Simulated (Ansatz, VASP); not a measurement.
# ZrC: VASP beside Ansatz

The input INCAR:

```
SYSTEM = ZrC
ALGO = Normal
EDIFF = 1E-7
ENCUT = 520
GGA = RE
ISIF = 2
ISMEAR = 0
IVDW = 13
LASPH = .TRUE.
LCHARG = .FALSE.
LREAL = .FALSE.
LWAVE = .FALSE.
NBANDS = 15
NELM = 100
PREC = Accurate
SIGMA = 0.05
```

Contents of KPOINTS:

```
k-points
0
G
  8 8 8
  0 0 0
```

Contents of POSCAR:

```
ZrC
1.0
    0.0000000000      2.3560371508      2.3560371508
    2.3560371508      0.0000000000      2.3560371508
    2.3560371508      2.3560371508      0.0000000000
Zr C
1 1
Direct
    0.5000000000      0.5000000000      0.5000000000
    0.0000000000      0.0000000000      0.0000000000
```

Input for Ansatz:

```yaml
crystal:
  lattice:
    - [0.0, 2.3560371508, 2.3560371508]
    - [2.3560371508, 0.0, 2.3560371508]
    - [2.3560371508, 2.3560371508, 0.0]
  atoms:
    - { symbol: Zr, position: [0.5, 0.5, 0.5] }
    - { symbol: C, position: [0.0, 0.0, 0.0] }
basis:
  ecutwfc: 420
  ecutrho_ratio: 4
kpoints:
  mp_grid: { grid: [8, 8, 8] }
hamiltonian:
  xc: revpbe
  dispersion: d4
scf:
  occupations: { method: gaussian, width: 0.05 }
output:
  forces: true
  stress: true
  eigenvalues: true
```

Alike in both runs: task single point; functional revPBE; dispersion D4; k mesh 8 × 8 × 8; occupations gaussian, width 0.05 eV; no spin polarisation.

|  | VASP | Ansatz |
| --- | --- | --- |
| version | VASP 6.6.1 | Ansatz 0.2.0 |
| potentials or method | VASP PAW PBE potentials, release 64 (Zr_sv, C), cutoff 520 eV | scalar-relativistic, plane waves, PAW |
| valence electrons in the cell | 16 | 16 |

|  | VASP | Ansatz | Ansatz less VASP |
| --- | --- | --- | --- |
| gap on the k mesh at the Fermi level (eV) | none | none | - |
| pressure (GPa) | -4.1 | -4.3 | -0.20 |

VASP's potentials were made for PBE, not for revPBE. A gap of «none» marks a metal or a gap that the smearing closes.
